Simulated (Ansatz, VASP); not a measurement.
## SnSe: VASP beside Ansatz

```
Sn Se
1.0
     0.00000    3.01000    3.01000
     3.01000    0.00000    3.01000
     3.01000    3.01000    0.00000
Sn Se
1 1
Direct
  0.98339 0.98339 0.96963
  0.50000 0.50000 0.50000
```

Alike in both runs: task single point; functional LDA; k mesh 8 × 8 × 8; occupations gaussian, width 0.05 eV; no spin polarisation.

|  | VASP | Ansatz |
| --- | --- | --- |
| version | VASP 6.6.1 | Ansatz 0.2.0 |
| potentials or method | VASP PAW LDA potentials, release 64 (Sn_d, Se), cutoff 520 eV | scalar-relativistic, plane waves, PAW |
| valence electrons in the cell | 20 | 30 |

```tsv
	VASP	Ansatz	Ansatz less VASP
gap on the k mesh at the Fermi level (eV)	0.59	0.57	-0.020
least direct gap on the mesh (eV)	0.59	0.57	-0.020
pressure (GPa)	-2.6	-2.6	-0.08
traceless stress, the component that is largest in VASP (GPa)	0.27	0.28	+0.008
rms of the force components (eV/Å)	0.042	0.036	-0.0066
```

LDA's correlation is that of Perdew and Zunger in VASP and of Perdew and Wang (1992) in Ansatz. Atom by atom the forces differ by 0.007 eV/Å (rms over components). VASP's potentials hold 20 valence electrons a cell and Ansatz's 30, so a difference there can come from the potentials and not from the codes.
